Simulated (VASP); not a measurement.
Write the native input for VASP 6.6.1 that does the following.

```yaml
Task: single point
Functional: r2SCAN
Potentials_or_basis: VASP PAW PBE potentials, release 64 (Zn, Se)
Cutoff: 550 eV
k_mesh: 6 × 6 × 6
Occupations: gaussian, width 0.05 eV
Spin: no spin polarisation
Dipole_correction: no
Further_INCAR_settings: ALGO = Normal; EDIFF = 1e-06; NBANDS = 16
```

The system is ZnSe.

```
Zn Se
1.0
     0.00000    2.83301    2.83301
     2.83301    0.00000    2.83301
     2.83301    2.83301    0.00000
Zn Se
1 1
Cartesian
  0.0000 0.0000 0.0000
  1.4165 1.4165 1.4165
```

One way to write it, as run:

POSCAR

```
ZnSe
1.0
    0.0000000000      2.8330064128      2.8330064128
    2.8330064128      0.0000000000      2.8330064128
    2.8330064128      2.8330064128      0.0000000000
Zn Se
1 1
Direct
    0.0000000000      0.0000000000      0.0000000000
    0.2500000000      0.2500000000      0.2500000000
```

INCAR.step1

```
ALGO = Normal
EDIFF = 1E-5
ENCUT = 550
GGA = PE
GGA_COMPAT = False
ISMEAR = 0
LASPH = True
LCHARG = False
LREAL = False
LWAVE = True
NBANDS = 16
NELM = 120
PREC = Accurate
SIGMA = 0.05
```

INCAR.step2

```
ALGO = Normal
EDIFF = 1E-6
ENCUT = 550
GGA_COMPAT = False
ISIF = 2
ISMEAR = 0
ISTART = 1
LASPH = True
LCHARG = False
LMIXTAU = True
LREAL = False
LWAVE = False
METAGGA = R2SCAN
NBANDS = 16
NELM = 120
PREC = Accurate
SIGMA = 0.05
```

KPOINTS

```
k-points
0
Gamma
  6 6 6
```

Potentials or basis: VASP PAW PBE potentials, release 64 (Zn, Se).

Command:

```sh
$ cat potpaw_PBE.64/Zn/POTCAR potpaw_PBE.64/Se/POTCAR > POTCAR
$ cp INCAR.step1 INCAR
$ mpirun -np 1 vasp_std > vasp.out
$ cp INCAR.step2 INCAR
$ mpirun -np 1 vasp_std > vasp.out
```

It gave:

* Pressure: 0.1 GPa
* Band gap on the k mesh: 1.87 eV

Caveat: the PAW data sets were made with another functional, which shifts forces and pressure a little.

It took 54 s on 1 thread of Intel(R) Xeon(R) Platinum 8259CL CPU @ 2.50GHz (Skylake/Cascade Lake) (shared host), peak memory 0.18 GiB.
